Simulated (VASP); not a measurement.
# Ti12S in VASP: notebook

Ti12S is run at these levels: PBE; tasks: single point.

Program: VASP 6.6.1. These are calculated values, not measurements. Logs are shortened: lines on timing, memory, paths and dates and some standing lists are left out, and cuts for length are marked.

## Step 1: The cell of the first run

The cell holds a slab with vacuum, 13 atoms: a = 5.815 Å, b = 5.815 Å, c = 19.306 Å, α = 90.00°, β = 90.00°, γ = 90.00°.

## Step 2: Single point, PBE

INCAR

```
SYSTEM = Ti12S
ALGO = Normal ; DIPOL = 0.5 0.5 0.322
EDIFF = 1E-6 ; ENCUT = 520
GGA = PE ; IDIPOL = 3
ISIF = 2 ; ISMEAR = 0
LASPH = .True. ; LCHARG = .False.
LDIPOL = .True. ; LREAL = .False.
LWAVE = .False. ; NBANDS = 87
NELM = 100 ; PREC = Accurate
SIGMA = 0.1
```

KPOINTS

```
k-points
0
Gamma
  5 5 1
  0 0 0
```

POSCAR

```
Ti12S
1.0
    5.8150893847      0.0000000000      0.0000000000
    0.0000000000      5.8150893847      0.0000000000
    0.0000000000      0.0000000000     19.3059825527
Ti S
12 1
Direct
    0.2500000000      0.2500000000      0.2071896620
    0.2500000000      0.7500000000      0.2071896620
    0.7500000000      0.2500000000      0.2071896620
    0.7500000000      0.7500000000      0.2071896620
    0.0000000000      0.0000000000      0.3057583567
    0.0000000000      0.5000000000      0.3057583567
    0.5000000000      0.0000000000      0.3057583567
    0.5000000000      0.5000000000      0.3057583567
    0.2500000000      0.2500000000      0.4043297217
    0.2500000000      0.7500000000      0.4043297217
    0.7500000000      0.2500000000      0.4043297217
    0.7500000000      0.7500000000      0.4043297217
    0.2500000000      0.2500000000      0.5172644630
```

Potentials or basis: VASP PAW PBE potentials, release 64 (Ti_sv, S).

Started as:

```
> cat potpaw_PBE.64/Ti_sv/POTCAR potpaw_PBE.64/S/POTCAR > POTCAR
> mpirun -np 1 vasp_std > vasp.out
```

OUTCAR:

```text
SYSTEM = Ti12S
   EDIFF = 1E-6
   ENCUT = 520
   GGA = PE
   ISIF = 2
   ISMEAR = 0
   LASPH = .True.
   LREAL = .False.
   NELM = 100
   PREC = Accurate

 ion  position               nearest neighbor table
   1  0.250  0.250  0.207-   5 2.80   6 2.80   7 2.80   8 2.80   2 2.91   3 2.91   2 2.91   3 2.91

   2  0.250  0.750  0.207-   5 2.80   6 2.80   7 2.80   8 2.80   1 2.91   4 2.91   1 2.91   4 2.91

   3  0.750  0.250  0.207-   5 2.80   6 2.80   7 2.80   8 2.80   1 2.91   4 2.91   4 2.91   1 2.91
[... 15 lines left out ...]
  11  0.750  0.250  0.404-   5 2.80   6 2.80   7 2.80   8 2.80   9 2.91  12 2.91  12 2.91   9 2.91

  12  0.750  0.750  0.404-   5 2.80   6 2.80   7 2.80   8 2.80  10 2.91  11 2.91  11 2.91  10 2.91

  13  0.250  0.250  0.517-   9 2.18

  LATTYP: Found a simple tetragonal cell.
 ALAT       =     5.8150893847
 C/A-ratio  =     3.3199803607

  Lattice vectors:

 A1 = (   5.8150893847,   0.0000000000,   0.0000000000)
 A2 = (   0.0000000000,   5.8150893847,   0.0000000000)
 A3 = (   0.0000000000,   0.0000000000,  19.3059825527)

Analysis of symmetry for initial positions (statically):
=====================================================================
 Subroutine PRICEL returns:
 Original cell was already a primitive cell.

 Routine SETGRP: Setting up the symmetry group for a
 simple tetragonal supercell.

 Subroutine GETGRP returns: Found  8 space group operations
 (whereof  2 operations were pure point group operations)
 out of a pool of 16 trial point group operations.

The static configuration has the point symmetry C_1h.
 The point group associated with its full space group is C_4v.

Analysis of symmetry for dynamics (positions and initial velocities):
=====================================================================
 Subroutine PRICEL returns:
 Original cell was already a primitive cell.

 Routine SETGRP: Setting up the symmetry group for a
 simple tetragonal supercell.

 Subroutine GETGRP returns: Found  8 space group operations
 (whereof  2 operations were pure point group operations)
 out of a pool of 16 trial point group operations.

The dynamic configuration has the point symmetry C_1h.
 The point group associated with its full space group is C_4v.

 Subroutine INISYM returns: Found  8 space group operations
 (whereof  2 operations are pure point group operations),
 and found     1 'primitive' translations

----------------------------------------------------------------------------------------

                                     Primitive cell

  volume of cell :     652.8369

  direct lattice vectors                    reciprocal lattice vectors
     5.815089385  0.000000000  0.000000000     0.171966402  0.000000000  0.000000000
     0.000000000  5.815089385  0.000000000     0.000000000  0.171966402  0.000000000
     0.000000000  0.000000000 19.305982553     0.000000000  0.000000000  0.051797416

  length of vectors
     5.815089385  5.815089385 19.305982553     0.171966402  0.171966402  0.051797416

  position of ions in fractional coordinates (direct lattice)
     0.250000000  0.250000000  0.207189662
     0.250000000  0.750000000  0.207189662
     0.750000000  0.250000000  0.207189662
     0.750000000  0.750000000  0.207189662
     0.000000000  0.000000000  0.305758357
     0.000000000  0.500000000  0.305758357
     0.500000000  0.000000000  0.305758357
     0.500000000  0.500000000  0.305758357
     0.250000000  0.250000000  0.404329722
     0.250000000  0.750000000  0.404329722
     0.750000000  0.250000000  0.404329722
     0.750000000  0.750000000  0.404329722
     0.250000000  0.250000000  0.517264463

  ion indices of the primitive-cell ions
   primitive index   ion index
                 1           1
                 2           2
                 3           3
                 4           4
                 5           5
                 6           6
                 7           7
                 8           8
                 9           9
                10          10
                11          11
                12          12
                13          13

----------------------------------------------------------------------------------------

 KPOINTS: k-points

Automatic generation of k-mesh.
 Grid dimensions read from file:
 generate k-points for:    5    5    1

 Generating k-lattice:

  Cartesian coordinates                     Fractional coordinates (reciprocal lattice)
     0.034393280  0.000000000  0.000000000     0.200000000  0.000000000  0.000000000
     0.000000000  0.034393280  0.000000000     0.000000000  0.200000000  0.000000000
     0.000000000  0.000000000  0.051797416     0.000000000  0.000000000  1.000000000

  Length of vectors
     0.034393280  0.034393280  0.051797416

  Shift w.r.t. Gamma in fractional coordinates (k-lattice)
     0.000000000  0.000000000  0.000000000

 Subroutine IBZKPT returns following result:
 ===========================================

 Found      6 irreducible k-points:

 Following reciprocal coordinates:
            Coordinates               Weight
  0.000000  0.000000  0.000000      1.000000
  0.200000  0.000000  0.000000      4.000000
  0.400000  0.000000  0.000000      4.000000
  0.200000  0.200000  0.000000      4.000000
  0.400000  0.200000  0.000000      8.000000
  0.400000  0.400000  0.000000      4.000000
   k-points           NKPTS =      6   k-points in BZ     NKDIM =      6   number of bands    NBANDS=     87
   number of dos      NEDOS =    301   number of ions     NIONS =     13
   total plane-waves  NPLWV = 331776
   dimension x,y,z NGX =    48 NGY =   48 NGZ =  144
   dimension x,y,z NGXF=    96 NGYF=   96 NGZF=  288
   ions per type =              12   1
   NGX,Y,Z   is equivalent  to a cutoff of  13.72, 13.72, 12.40 a.u.
   NGXF,Y,Z  is equivalent  to a cutoff of  27.45, 27.45, 24.80 a.u.
 SYSTEM =  Ti12S
   PREC   = accura    normal or accurate (medium, high low for compatibility)
   ISTART =      0    job   : 0-new  1-cont  2-samecut
   ICHARG =      2    charge: 1-file 2-atom 10-const
   ISPIN  =      1    spin polarized calculation?
   LNONCOLLINEAR =      F non collinear calculations
   LSORBIT =      F    spin-orbit coupling
   LASPH  =      T    aspherical Exc in radial PAW
   ENCUT  =  520.0 eV  38.22 Ry    6.18 a.u.  10.81 10.81 35.90*2*pi/ulx,y,z
   NELM   =    100;   NELMIN=  2; NELMDL= -5     # of ELM steps
   EDIFF  = 0.1E-05   stopping-criterion for ELM
   LREAL  =      F    real-space projection
   EDIFFG = 0.1E-04   stopping-criterion for IOM
   NSW    =      0    number of steps for IOM
   IBRION =     -1    ionic relax: 0-MD 1-quasi-New 2-CG
   NFREE  =      0    steps in history (QN), initial steepest desc. (CG)
   ISIF   =      2    stress and relaxation
   ISYM   =      2    0-nonsym 1-usesym 2-fastsym
   POTIM  = 0.5000    time-step for ionic-motion
   TEBEG  =    0.0;   TEEND  =   0.0 temperature during run
   PSTRESS=    0.0 pullay stress
   NELECT =     150.0000    total number of electrons
   NUPDOWN=      -1.0000    fix difference up-down
   EMIN   =  10.00;   EMAX   =-10.00  energy-range for DOS
   EFERMI =   0.00;   METHOD = LEGACY
   ISMEAR =     0;   SIGMA  =   0.10  broadening in eV -4-tet -1-fermi 0-gaus
   EFERMI_NEDOS =   21; number of points for ismear=-14 and -15
   IALGO  =     38    algorithm
   IMIX   =      4    mixing-type and parameters
     AMIX     =   0.40;   BMIX     =  1.00
     AMIX_MAG =   1.60;   BMIX_MAG =  1.00
  volume/ion in A,a.u.               =      50.22       338.89
  Fermi-wavevector in a.u.,A,eV,Ry     =   1.002698  1.894825 13.679355  1.005404
  Thomas-Fermi vector in A             =   2.135203
   LORBIT       =      0    0 simple, 1 ext, 2 COOP (PROOUT), +10 PAW based schemes
   GGA     = PE    functional components
   LHFCALC =     F    Hartree Fock is set to
   AEXX    =    0.0000 exact exchange contribution
   IVDW    =     0    specifies the selected vdW correction
   LEPSILON=     F    determine dielectric tensor
   LRPA    =     F    only Hartree local field effects (RPA)
 non-spin polarized calculation
 Gauss-broadening in eV      SIGMA  =   0.10
  energy-cutoff  :      520.00
  volume of cell :      652.84
 maximum number of plane-waves:     17596
 NGX is ok and might be reduce to    48
   NGX = 21   NGY = 21   NGZ = 71

 dipolmoment           0.000000      0.000000     -0.686390 electrons x Angstroem

 number of electron     150.0000053 magnetization

 dipolmoment           0.000000      0.000000      0.240086 electrons x Angstroem

 Free energy of the ion-electron system (eV)
  ---------------------------------------------------
  ext. energy  EPLUGINS =         0.00000000
  ---------------------------------------------------
  free energy    TOTEN  =       -92.61535878 eV

  energy without entropy =      -92.46719295  energy(sigma->0) =      -92.54127586

 E-fermi :   0.0779     XC(G=0):  -4.9694

 val. band max:        0.0737121620   @ k =   0.4000   0.2000   0.0000
 cond. band min:       0.0784092096   @ k =   0.4000   0.4000   0.0000
 fundamental gap:      0.0046970476
 Fermi energy:         0.0779486632

 k-point     1 :       0.0000    0.0000    0.0000
  band No.  band energies     occupation
      1     -56.8595      2.00000
      2     -56.8376      2.00000
      3     -56.7810      2.00000
      4     -56.7083      2.00000
      5     -56.6563      2.00000
      6     -56.6531      2.00000
[... 529 lines left out ...]
     86       1.0214      0.00000
     87       1.0561      0.00000

------------------------ aborting loop because EDIFF is reached ----------------------------------------

 vacuum level on the upper side and lower side of the slab       (xc-potential included)         0.461        -0.778

  FORCE on cell =-STRESS in cart. coord.  units (eV):
  Direction    XX          YY          ZZ          XY          YZ          ZX
  --------------------------------------------------------------------------------------
  -------------------------------------------------------------------------------------
  Total       -4.4302449     -4.4302449      1.2787921      0.0000000      0.0000000      0.0000000
  in kB      -10.8726051    -10.8726051      3.1383823      0.0000000      0.0000000      0.0000000
  external PRESSURE =      -6.2022760 kB  Pullay stress =       0.0000000 kB

 VOLUME and BASIS-vectors are now :
 -----------------------------------------------------------------------------
  energy-cutoff  :      520.00
  volume of cell :      652.84
      direct lattice vectors                 reciprocal lattice vectors
     5.815089385  0.000000000  0.000000000     0.171966402  0.000000000  0.000000000
     0.000000000  5.815089385  0.000000000     0.000000000  0.171966402  0.000000000
     0.000000000  0.000000000 19.305982553     0.000000000  0.000000000  0.051797416

 POSITION                                       TOTAL-FORCE (eV/Angst)
 -----------------------------------------------------------------------------------
      1.45377      1.45377      4.00000        -0.000000      0.000000     -0.088932
      1.45377      4.36132      4.00000        -0.000000      0.000000      0.027521
      4.36132      1.45377      4.00000        -0.000000      0.000000      0.027521
      4.36132      4.36132      4.00000        -0.000000      0.000000      0.206745
      0.00000      0.00000      5.90297        -0.109936     -0.109936     -0.265736
      0.00000      2.90754      5.90297        -0.109936      0.109936     -0.265736
      2.90754      0.00000      5.90297         0.109936     -0.109936     -0.265736
      2.90754      2.90754      5.90297         0.109936      0.109936     -0.265736
      1.45377      1.45377      7.80598        -0.000000      0.000000      0.196656
      1.45377      4.36132      7.80598        -0.000000      0.000000      0.451251
      4.36132      1.45377      7.80598         0.000000      0.000000      0.451251
      4.36132      4.36132      7.80598        -0.000000      0.000000     -0.205410
      1.45377      1.45377      9.98630        -0.000000      0.000000     -0.003659
 -----------------------------------------------------------------------------------
    total drift:                                0.000000     -0.000000      0.001114

  FREE ENERGIE OF THE ION-ELECTRON SYSTEM (eV)
  ---------------------------------------------------
  free  energy   TOTEN  =       -92.6153587830 eV

  energy  without entropy=      -92.4671929457  energy(sigma->0) =      -92.54127586

 vacuum level on the upper side and lower side of the slab         5.031         3.734
```

It took 20 min on 1 thread of Intel Xeon Platinum 8488C (Sapphire Rapids), shared host; peak memory 0.74 GiB.

Results:

```yaml
Free_energy: -92.6154 eV
Largest_force: 0.451 eV/Å
Band_gap_on_the_k_mesh: zero (band 75 reaches 0.13 eV, above the bottom of band 76 at -0.08 eV)
```

Forces on the atoms (eV/Å):
```
Ti   0.000  0.000 -0.089
Ti   0.000  0.000  0.028
Ti   0.000  0.000  0.028
Ti   0.000  0.000  0.207
Ti  -0.110 -0.110 -0.266
Ti  -0.110  0.110 -0.266
Ti   0.110 -0.110 -0.266
Ti   0.110  0.110 -0.266
Ti   0.000  0.000  0.197
Ti   0.000  0.000  0.451
Ti   0.000  0.000  0.451
Ti   0.000  0.000 -0.205
S    0.000  0.000 -0.004
```

[end of part 1 of 2]
